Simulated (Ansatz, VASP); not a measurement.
One calculation of Ba2NF, two programs

File INCAR:

```
SYSTEM = Ba2NF
PREC = Accurate
ENCUT = 520
EDIFF = 1E-6
ISMEAR = 0
SIGMA = 0.01
LREAL = .False.
LASPH = .True.
NELM = 100
ALGO = Normal
ISIF = 2
LWAVE = .False.
LCHARG = .False.
GGA = CA
NBANDS = 24
```

Contents of KPOINTS:

```
Automatic mesh
0
Gamma
  6 6 6
  0 0 0
```

File POSCAR:

```
Ba2NF
1.0
    2.0108220000      1.1609490000      6.6751030000
   -2.0108220000      1.1609490000      6.6751030000
    0.0000000000     -2.3218980000      6.6751030000
Ba N F
2 1 1
Direct
    0.7576400000      0.7576400000      0.7576400000
    0.2423600000      0.2423600000      0.2423600000
    0.5000000000      0.5000000000      0.5000000000
    0.0000000000      0.0000000000      0.0000000000
```

Input for Ansatz:

```yaml
crystal:
  lattice:
    - [2.010822, 1.160949, 6.675103]
    - [-2.010822, 1.160949, 6.675103]
    - [0.0, -2.321898, 6.675103]
  atoms:
    - { symbol: Ba, position: [0.75764, 0.75764, 0.75764] }
    - { symbol: Ba, position: [0.24236, 0.24236, 0.24236] }
    - { symbol: "N", position: [0.5, 0.5, 0.5] }
    - { symbol: F, position: [0.0, 0.0, 0.0] }
basis:
  ecutwfc: 476.19925930478996
kpoints:
  mp_grid:
    grid: [6, 6, 6]
hamiltonian:
  xc: lda
scf:
  occupations:
    method: fixed
output:
  eigenvalues: true
```

Alike in both runs: task single point; functional LDA; k mesh 6 × 6 × 6; no spin polarisation.

|  | VASP | Ansatz |
| --- | --- | --- |
| version | VASP 6.6.1 | Ansatz 0.2.0 |
| potentials or method | VASP PAW LDA potentials, release 64 (Ba_sv, N, F), cutoff 520 eV | plane waves, PAW |
| occupations | gaussian, width 0.01 eV | fixed |
| valence electrons in the cell | 32 | 32 |

Ansatz gave:

- gap on the k mesh at the Fermi level (eV): 0.92

Task: What did VASP give for the same quantities?

Result: gap on the k mesh at the Fermi level (eV): 0.90.

LDA's correlation is that of Perdew and Zunger in VASP and of Perdew and Wang (1992) in Ansatz.

Neither program's run includes spin-orbit coupling.
